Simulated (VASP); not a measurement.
## CaO: single point with LDA

Crystal: CaO.

```
Ca O
1.0
     0.00000    2.41542    2.41542
     2.41542    0.00000    2.41542
     2.41542    2.41542    0.00000
Ca O
1 1
Cartesian
  2.4154 2.4154 2.4154
  0.0000 0.0000 0.0000
```

| Property | Result |
| --- | --- |
| Program | VASP 6.6.1 |
| Task | single point |
| Functional | LDA |
| Potentials or basis | VASP PAW LDA potentials, release 64 (Ca_sv, O) |
| Cutoff | 520 eV |
| k mesh | 12 × 12 × 12 |
| Occupations | gaussian, width 0.05 eV |
| Spin | no spin polarisation |

* Pressure: -7.7 GPa
* Band gap on the k mesh: 3.47 eV, indirect (least direct gap 3.84 eV)

Levels at points of the mesh, in eV from the valence-band top:
| k point | band 6 | band 7 | band 8 | band 9 | band 10 | band 11 |
| --- | --- | --- | --- | --- | --- | --- |
| (0.00, 0.00, 0.00) | 0.00 | 0.00 | 0.00 | 4.44 | 6.07 | 6.07 |
| (0.50, 0.00, 0.00) | -2.67 | -1.20 | -1.20 | 6.89 | 8.20 | 8.22 |
| (0.50, 0.50, 0.00) | -1.32 | -0.38 | -0.38 | 3.47 | 7.90 | 8.79 |

Wall time 20 s on 1 thread of Intel(R) Xeon(R) Platinum 8488C (Sapphire Rapids), with other jobs on the host, peak memory 0.16 GiB.

A k mesh can miss the band edges.
